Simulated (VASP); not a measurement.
Input of a VASP 6.6.1 run:

INCAR

```
ALGO     = Fast           # electronic algorithm
EDIFF    = 1E-6           # SCF threshold, eV
ENCUT    = 520            # plane-wave cutoff, eV
GGA      = CA             # functional
ISIF     = 2              # what is computed and relaxed
ISMEAR   = 0              # smearing method
LASPH    = True           # aspherical terms in the spheres
LCHARG   = False          # write CHGCAR
LREAL    = False          # projectors in reciprocal space
LWAVE    = False          # write WAVECAR
NBANDS   = 10             # bands
NELM     = 80             # most SCF steps
PREC     = Accurate       # precision mode
SIGMA    = 0.15           # smearing width, eV
```

Contents of KPOINTS:

```
k-points
0
Gamma
  20 20 20
```

File POSCAR:

```
Ir
1.0
   -0.1571959996      1.7482100561      1.7482100561
    1.7482100561     -0.1571959996      1.7482100561
    1.9054060557      1.9054060557     -0.3143919992
Ir
1
Direct
    0.0000000000      0.0000000000      0.0000000000
```

Potentials or basis: VASP PAW LDA potentials, release 64 (Ir).

Run with:

```sh
$ cat potpaw_LDA.64/Ir/POTCAR > POTCAR
$ mpirun -np 1 vasp_std > vasp.out
```

**Question.** Estimate the pressure.

**Answer.** 32.3 GPa.

**Question.** Estimate the band gap on the k mesh.

**Answer.** Zero (an odd number of electrons rules out a gap without spin polarisation).

Stress tensor (GPa, compression positive):
```
24.40  1.36 42.30
 1.36 24.40 42.30
42.30 42.30 47.97
```

Caveat: the cell differs from its parent crystal (engineering shear strain xz -0.1650, engineering shear strain yz -0.1650); the cell stands under pressure; spin-orbit coupling is left out, which moves the levels of the heavy elements.
